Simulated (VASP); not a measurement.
# GaN in VASP: further runs, part 2 of 2

VASP 6.6.1. The steps go on from the part before.

## Step 5: Single point, PBE

This run uses another cell than the first one, of 11.43 Å³/atom, 1.031 times its volume.

INCAR

```
PREC = Accurate ; ENCUT = 520
EDIFF = 1E-7 ; ISMEAR = 0
SIGMA = 0.05 ; LREAL = F
LASPH = T ; NELM = 100
ALGO = Normal ; ISIF = 2
LWAVE = F ; LCHARG = F
GGA = PE ; NBANDS = 26
```

KPOINTS

```
Automatic mesh
0
Gamma
  12 12 7
```

POSCAR

```
GaN
1.0
    3.1889304035      0.0000000000      0.0000000000
   -1.5944652018      2.7616947404      0.0000000000
    0.0000000000      0.0000000000      5.1923572500
Ga N
2 2
Direct
    0.6666666700      0.3333333300      0.5183427854
    0.3333333300      0.6666666700      0.9990837100
    0.6666666700      0.3333333300      0.8759162900
    0.3333333300      0.6666666700      0.3759162900
```

Potentials or basis: VASP PAW PBE potentials, release 64 (Ga_d, N).

Started as:

```sh
$ cat potpaw_PBE.64/Ga_d/POTCAR potpaw_PBE.64/N/POTCAR > POTCAR
$ mpirun -np 1 vasp_std > vasp.out
```

OUTCAR:

```text
PREC = Accurate
   ENCUT = 520
   EDIFF = 1E-7
   ISMEAR = 0
   LREAL = F
   LASPH = T
   NELM = 100
   ISIF = 2
   GGA = PE

 ion  position               nearest neighbor table
   1  0.667  0.333  0.518-   3 1.86   4 1.98   4 1.98   4 1.98
   2  0.333  0.667  0.999-   3 1.95   3 1.95   3 1.95   4 1.96
   3  0.667  0.333  0.876-   1 1.86   2 1.95   2 1.95   2 1.95
   4  0.333  0.667  0.376-   2 1.96   1 1.98   1 1.98   1 1.98

  LATTYP: Found a hexagonal cell.
 ALAT       =     3.1889304035
[... 892 lines left out ...]

  FORCE on cell =-STRESS in cart. coord.  units (eV):
  Direction    XX          YY          ZZ          XY          YZ          ZX
  --------------------------------------------------------------------------------------
  -------------------------------------------------------------------------------------
  Total        1.0247016      1.0247016      2.9613059     -0.0000000      0.0000000      0.0000000
  in kB       35.9023355     35.9023355    103.7548914     -0.0000000      0.0000000      0.0000000
  external PRESSURE =      58.5198541 kB  Pullay stress =       0.0000000 kB

 VOLUME and BASIS-vectors are now :
 -----------------------------------------------------------------------------
  energy-cutoff  :      520.00
  volume of cell :       45.73
      direct lattice vectors                 reciprocal lattice vectors
     3.188930404  0.000000000  0.000000000     0.313584768  0.181048250  0.000000000
    -1.594465202  2.761694740  0.000000000     0.000000000  0.362096500  0.000000000
     0.000000000  0.000000000  5.192357250     0.000000000  0.000000000  0.192590754

 POSITION                                       TOTAL-FORCE (eV/Angst)
 -----------------------------------------------------------------------------------
      1.59447      0.92056      2.69142         0.000000      0.000000     -2.359890
     -0.00000      1.84113      5.18760         0.000000     -0.000000      0.837822
      1.59447      0.92056      4.54807        -0.000000      0.000000      1.011852
     -0.00000      1.84113      1.95189         0.000000     -0.000000      0.510216
 -----------------------------------------------------------------------------------
    total drift:                               -0.000000     -0.000001     -0.000709

  FREE ENERGIE OF THE ION-ELECTRON SYSTEM (eV)
  ---------------------------------------------------
  free  energy   TOTEN  =       -24.1952244925 eV

  energy  without entropy=      -24.1952244925  energy(sigma->0) =      -24.19522449
```

OSZICAR:

```text
N       E                     dE             d eps       ncg     rms          rms(c)
DAV:   1     0.279444834491E+03    0.27944E+03   -0.17668E+04  6390   0.258E+03
DAV:   2     0.801680049004E+01   -0.27143E+03   -0.25531E+03  6320   0.492E+02
DAV:   3    -0.270352617711E+02   -0.35052E+02   -0.34530E+02  6894   0.143E+02
DAV:   4    -0.282101753131E+02   -0.11749E+01   -0.11698E+01  6784   0.282E+01
DAV:   5    -0.282357481858E+02   -0.25573E-01   -0.25546E-01  7310   0.402E+00    0.110E+01
DAV:   6    -0.241175630940E+02    0.41182E+01   -0.10250E+01  9588   0.500E+01    0.308E+00
DAV:   7    -0.242143022474E+02   -0.96739E-01   -0.14340E+00  6166   0.949E+00    0.271E+00
DAV:   8    -0.242050897132E+02    0.92125E-02   -0.13853E-01  8530   0.527E+00    0.613E-01
DAV:   9    -0.241946970270E+02    0.10393E-01   -0.42086E-02  9194   0.405E+00    0.358E-01
DAV:  10    -0.241951090619E+02   -0.41203E-03   -0.41921E-03  6142   0.482E-01    0.167E-01
DAV:  11    -0.241952163166E+02   -0.10725E-03   -0.32199E-04  8038   0.260E-01    0.132E-02
DAV:  12    -0.241952238132E+02   -0.74966E-05   -0.72141E-05  8502   0.884E-02    0.205E-02
DAV:  13    -0.241952242995E+02   -0.48630E-06   -0.48036E-06  6522   0.221E-02    0.726E-03
DAV:  14    -0.241952244097E+02   -0.11019E-06   -0.16344E-06  8216   0.182E-02    0.166E-03
DAV:  15    -0.241952244925E+02   -0.82829E-07   -0.25854E-07  6032   0.549E-03
   1 F= -.24195224E+02 E0= -.24195224E+02  d E =-.666298E-12
```

It took 1.8 min on 1 thread of Intel Xeon Platinum 8175M at 2.50GHz (Skylake/Cascade Lake), shared host; peak memory 0.23 GiB.

What came out:

```yaml
Free_energy: -24.1952 eV
Pressure: 5.9 GPa
Largest_force: 2.360 eV/Å
Band_gap_on_the_k_mesh: 1.71 eV, direct
```

Forces on the atoms (eV/Å):
```
Ga   0.000  0.000 -2.360
Ga   0.000  0.000  0.838
N    0.000  0.000  1.012
N    0.000  0.000  0.510
```

Stress tensor (GPa, compression positive):
```
 3.59  0.00  0.00
 0.00  3.59  0.00
 0.00  0.00 10.38
```

Levels at points of the mesh, in eV from the valence-band top:
```
           k point  band 14  band 15  band 16  band 17  band 18  band 19  band 20  band 21  band 22  band 23
(0.00, 0.00, 0.00)    -1.29    -1.29    -0.30     0.00     0.00     1.71     4.20     8.99     9.71     9.71
(0.50, 0.00, 0.00)    -5.27    -4.46    -2.93    -2.48    -0.94     4.84     5.46     5.84     8.41     9.97
```

Caveat: forces of over 1 eV/Å act on the atoms, so gaps and moduli don't describe the material at rest.

## Step 6: The runs side by side

```tsv
cell	gap on the mesh (eV)	pressure (GPa)	largest force (eV/Å)
a = 3.157, b = 3.157, c = 5.140 Å, angles 90.0, 90.0, 120.0°, 4 atoms	2.11	11.5	0.01
a = 3.189, b = 3.189, c = 5.192 Å, angles 90.0, 90.0, 120.0°, 4 atoms	1.71	5.9	2.36
a = 3.221, b = 3.221, c = 5.244 Å, angles 90.0, 90.0, 120.0°, 4 atoms	1.71	-0.1	-
```

Some of these runs hold the atoms at other places in the same cell, which the table doesn't show; runs alike in all that it shows share one row.

Alike in all rows: task single point; level PBE; potentials or basis VASP PAW PBE potentials, release 64 (Ga_d, N); no spin polarisation; k mesh 12 × 12 × 7; cutoff (eV) 520; smearing gaussian 0.05 eV.

Caveats: forces of over 1 eV/Å act on the atoms, so gaps and moduli don't describe the material at rest (some runs).

Absolute energies hang on the potentials; compare differences alone.
